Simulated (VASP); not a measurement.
Write the native input for VASP 6.6.1 that does the following.

```yaml
Task: relaxation of shape and atoms at fixed volume
Functional: PBE
Potentials_or_basis: VASP PAW PBE potentials, release 64 (Bi_d, Te)
Cutoff: 600 eV
k_mesh: 12 × 12 × 12
Occupations: gaussian, width 0.1 eV
Spin: no spin polarisation
Dipole_correction: no
Further_INCAR_settings: ALGO = Normal; EDIFF = 1e-06; IBRION = 2; EDIFFG = -0.01; NSW = 50; ISIF = 4
```

The structure of BiTe lies in POSCAR:

```
BiTe
1.0
    2.3904157854      1.3801071972      3.1981704086
   -2.3904157854      1.3801071972      3.1981704086
    0.0000000000     -2.7602143943      3.1981704086
Bi Te
1 1
Direct
    0.5000000000      0.5000000000      0.5000000000
    0.0000000000      0.0000000000      0.0000000000
```

One way to write it, as run:

INCAR

```
SYSTEM = BiTe
PREC = Accurate
ENCUT = 600
EDIFF = 1E-6
ISMEAR = 0
SIGMA = 0.1
LREAL = .FALSE.
LASPH = .TRUE.
NELM = 100
ALGO = Normal
ISIF = 4
LWAVE = .FALSE.
LCHARG = .FALSE.
GGA = PE
IBRION = 2
NSW = 50
EDIFFG = -0.01
```

KPOINTS

```
regular mesh
0
G
  12 12 12
  0 0 0
```

Potentials or basis: VASP PAW PBE potentials, release 64 (Bi_d, Te).

Launch:

```sh
$ cat potpaw_PBE.64/Bi_d/POTCAR potpaw_PBE.64/Te/POTCAR > POTCAR
$ mpirun -np 1 vasp_std > vasp.out
```

Results of the run:

* Energy gained by relaxing: 0.9 meV/atom
* Ionic steps: 3
* Pressure after relaxing: 2.9 GPa
* Band gap on the k mesh: zero (an odd number of electrons rules out a gap without spin polarisation)

Caveat: spin-orbit coupling is left out, which moves the levels of the heavy elements; an odd number of electrons without spin polarisation forces a metal; a magnetic or distorted state may lie lower.

Wall time 3.9 min on 1 thread of Intel(R) Xeon(R) Platinum 8259CL CPU @ 2.50GHz (Skylake/Cascade Lake), with other jobs on the host, peak memory 0.38 GiB.
